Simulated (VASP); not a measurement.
# Hf (I4/mmm) in VASP: a series of runs

The runs below take Hf through single point, with LDA.

Everything below comes from runs of VASP 6.6.1. Logs are shortened: lines on timing, memory, paths and dates and some standing lists are left out, and cuts for length are marked.

### 1 The cell of the first run

It takes space group I4/mmm (No. 139, tetragonal). Conventional cell: a = 3.499 Å, b = 3.499 Å, c = 3.114 Å, α = 90.00°, β = 90.00°, γ = 90.00°. Hf (site symmetry 4/mmm) has 14 Hf at 2.92 to 3.50 Å within 3.9 Å.

### 2 Single point, LDA (19.06 Å³/atom)

Input file INCAR:

```
SYSTEM = Hf
ALGO     = Normal         ! electronic algorithm
EDIFF    = 1E-6           ! SCF threshold, eV
ENCUT    = 520            ! plane-wave cutoff, eV
ISIF     = 2              ! what is computed and relaxed
ISMEAR   = 0              ! smearing method
LASPH    = .True.         ! aspherical terms in the spheres
LCHARG   = .False.        ! write CHGCAR
LREAL    = .False.        ! projectors in reciprocal space
LWAVE    = .False.        ! write WAVECAR
NBANDS   = 11             ! bands
NELM     = 60             ! most SCF steps
PREC     = Accurate       ! precision mode
SIGMA    = 0.15           ! smearing width, eV
```

Input file KPOINTS:

```
k-points
0
Gamma
  20 20 20
  0 0 0
```

Input file POSCAR:

```
Hf
1.0
    0.0000000000      2.4742428499      1.5567936012
    2.4742428499      0.0000000000      1.5567936012
    2.4742428499      2.4742428499      0.0000000000
Hf
1
Direct
    0.0000000000      0.0000000000      0.0000000000
```

Potentials or basis: VASP PAW LDA potentials, release 64 (Hf_pv).

Launch:

```sh
> cat potpaw_LDA.64/Hf_pv/POTCAR > POTCAR
> mpirun -np 1 vasp_std > vasp.out
```

OUTCAR:

```text
SYSTEM = Hf
   EDIFF = 1E-6
   ENCUT = 520
   ISIF = 2
   ISMEAR = 0
   LASPH = .True.
   LREAL = .False.
   NELM = 60
   PREC = Accurate

 ion  position               nearest neighbor table
   1  0.000  0.000  0.000-

  LATTYP: Found a body centered tetragonal cell.
 ALAT       =     3.4991077949
 C/A-ratio  =     0.8898231735

  Lattice vectors:

 A1 = (   0.0000000000,  -2.4742428499,  -1.5567936012)
 A2 = (   0.0000000000,   2.4742428499,  -1.5567936012)
 A3 = (   2.4742428499,   0.0000000000,   1.5567936012)

Analysis of symmetry for initial positions (statically):
=====================================================================
 Subroutine PRICEL returns:
 Original cell was already a primitive cell.

 Routine SETGRP: Setting up the symmetry group for a
 body centered tetragonal supercell.

 Subroutine GETGRP returns: Found 16 space group operations
 (whereof 16 operations were pure point group operations)
 out of a pool of 16 trial point group operations.

The static configuration has the point symmetry D_4h.

Analysis of symmetry for dynamics (positions and initial velocities):
=====================================================================
 Subroutine PRICEL returns:
 Original cell was already a primitive cell.

 Routine SETGRP: Setting up the symmetry group for a
 body centered tetragonal supercell.

 Subroutine GETGRP returns: Found 16 space group operations
 (whereof 16 operations were pure point group operations)
 out of a pool of 16 trial point group operations.

The dynamic configuration has the point symmetry D_4h.

 Subroutine INISYM returns: Found 16 space group operations
 (whereof 16 operations are pure point group operations),
 and found     1 'primitive' translations

----------------------------------------------------------------------------------------

                                     Primitive cell

  volume of cell :      19.0610

  direct lattice vectors                    reciprocal lattice vectors
     0.000000000  2.474242850  1.556793601    -0.202082023  0.202082023  0.321172954
     2.474242850  0.000000000  1.556793601     0.202082023 -0.202082023  0.321172954
     2.474242850  2.474242850  0.000000000     0.202082023  0.202082023 -0.321172954

  length of vectors
     2.923265981  2.923265981  3.499107795     0.429914357  0.429914357  0.429914357

  position of ions in fractional coordinates (direct lattice)
     0.000000000  0.000000000  0.000000000

  ion indices of the primitive-cell ions
   primitive index   ion index
                 1           1

----------------------------------------------------------------------------------------
[... 82 lines left out ...]
   NUPDOWN=      -1.0000    fix difference up-down
   EMIN   =  10.00;   EMAX   =-10.00  energy-range for DOS
   EFERMI =   0.00;   METHOD = LEGACY
   ISMEAR =     0;   SIGMA  =   0.15  broadening in eV -4-tet -1-fermi 0-gaus
   EFERMI_NEDOS =   21; number of points for ismear=-14 and -15
   IALGO  =     38    algorithm
   IMIX   =      4    mixing-type and parameters
     AMIX     =   0.40;   BMIX     =  1.00
     AMIX_MAG =   1.60;   BMIX_MAG =  1.00
  volume/ion in A,a.u.               =      19.06       128.63
  Fermi-wavevector in a.u.,A,eV,Ry     =   1.320362  2.495122 23.719787  1.743355
  Thomas-Fermi vector in A             =   2.450193
   LORBIT       =      0    0 simple, 1 ext, 2 COOP (PROOUT), +10 PAW based schemes
   GGA     = CA    functional components
   LHFCALC =     F    Hartree Fock is set to
   AEXX    =    0.0000 exact exchange contribution
   IVDW    =     0    specifies the selected vdW correction
   LEPSILON=     F    determine dielectric tensor
   LRPA    =     F    only Hartree local field effects (RPA)
 non-spin polarized calculation
 Gauss-broadening in eV      SIGMA  =   0.15
  energy-cutoff  :      520.00
  volume of cell :       19.06
 maximum number of plane-waves:       537
 NGX is ok and might be reduce to    24
   NGX = 11   NGY = 11   NGZ = 13

 number of electron      10.0000001 magnetization

 Free energy of the ion-electron system (eV)
  ---------------------------------------------------
  ext. energy  EPLUGINS =         0.00000000
  ---------------------------------------------------
  free energy    TOTEN  =       -10.54259608 eV

  energy without entropy =      -10.52656830  energy(sigma->0) =      -10.53458219

 E-fermi :   5.6509     XC(G=0): -12.2153

 val. band max:        5.6486169005   @ k =   0.3500   0.2000   0.1500
 cond. band min:       5.6525620437   @ k =   0.5000   0.0500   0.3500
 fundamental gap:      0.0039451433
 Fermi energy:         5.6509484042

 k-point     1 :       0.0000    0.0000    0.0000
  band No.  band energies     occupation
      1     -23.4718      2.00000
      2     -23.4718      2.00000
      3     -23.4326      2.00000
      4      -1.8361      2.00000
      5       6.1889      0.00000
      6       7.8339      0.00000
      7       7.8339      0.00000
      8       9.1759      0.00000
      9      11.4674      0.00000
     10      18.4719      0.00000
     11      19.1913      0.00000
[... 309 lines left out ...]
 k-point    24 :      -0.3500    0.0500    0.0000
  band No.  band energies     occupation
      1     -24.5632      2.00000
      2     -23.8589      2.00000
      3     -23.5437      2.00000
      4       1.6566      2.00000
      5       4.8579      2.00000
      6       6.2731      0.00000
      7      10.4971      0.00000
      8      11.0404      0.00000
      9      11.9854      0.00000
     10      18.1179      0.00000
     11      18.4905      0.00000

 [... further k-points ...]

------------------------ aborting loop because EDIFF is reached ----------------------------------------

  FORCE on cell =-STRESS in cart. coord.  units (eV):
  Direction    XX          YY          ZZ          XY          YZ          ZX
  --------------------------------------------------------------------------------------
  -------------------------------------------------------------------------------------
  Total        1.2987063      1.2987063      0.8165835      0.0000000     -0.0000000      0.0000000
  in kB      109.1630985    109.1630985     68.6381432      0.0000000     -0.0000000      0.0000000
  external PRESSURE =      95.6547801 kB  Pullay stress =       0.0000000 kB

 VOLUME and BASIS-vectors are now :
 -----------------------------------------------------------------------------
  energy-cutoff  :      520.00
  volume of cell :       19.06
      direct lattice vectors                 reciprocal lattice vectors
     0.000000000  2.474242850  1.556793601    -0.202082023  0.202082023  0.321172954
     2.474242850  0.000000000  1.556793601     0.202082023 -0.202082023  0.321172954
     2.474242850  2.474242850  0.000000000     0.202082023  0.202082023 -0.321172954

 POSITION                                       TOTAL-FORCE (eV/Angst)
 -----------------------------------------------------------------------------------
      0.00000      0.00000      0.00000         0.000000      0.000000      0.000000
 -----------------------------------------------------------------------------------
    total drift:                               -0.000000     -0.000000     -0.000000

  FREE ENERGIE OF THE ION-ELECTRON SYSTEM (eV)
  ---------------------------------------------------
  free  energy   TOTEN  =       -10.5425960812 eV

  energy  without entropy=      -10.5265683034  energy(sigma->0) =      -10.53458219
```

stdout:

```text
POSCAR found type information on POSCAR Hf
 POSCAR found :  1 types and       1 ions
 scaLAPACK will be used
 LDA part: xc-table for (Slater(with rela. corr.)+CA(PZ))
 , standard interpolation
 POSCAR, INCAR and KPOINTS ok, starting setup
 FFT: planning ... GRIDC
 FFT: planning ... GRID_SOFT
 FFT: planning ... GRID
 WAVECAR not read
 entering main loop
```

Wall time 66 s (1 thread of AMD EPYC 9R45 (Zen 5), shared host); peak memory 0.21 GiB.

Results:

```
Free energy            : -10.5426 eV
Pressure               : 9.6 GPa
Band gap on the k mesh : zero (bands 5 and 6 overlap by 1.92 eV)
```

Stress tensor (GPa, compression positive):
```
10.92  0.00  0.00
 0.00 10.92  0.00
 0.00  0.00  6.86
```

Caveat: the cell stands under pressure; spin-orbit coupling is left out, which moves the levels of the heavy elements.

[end of part 1 of 3]
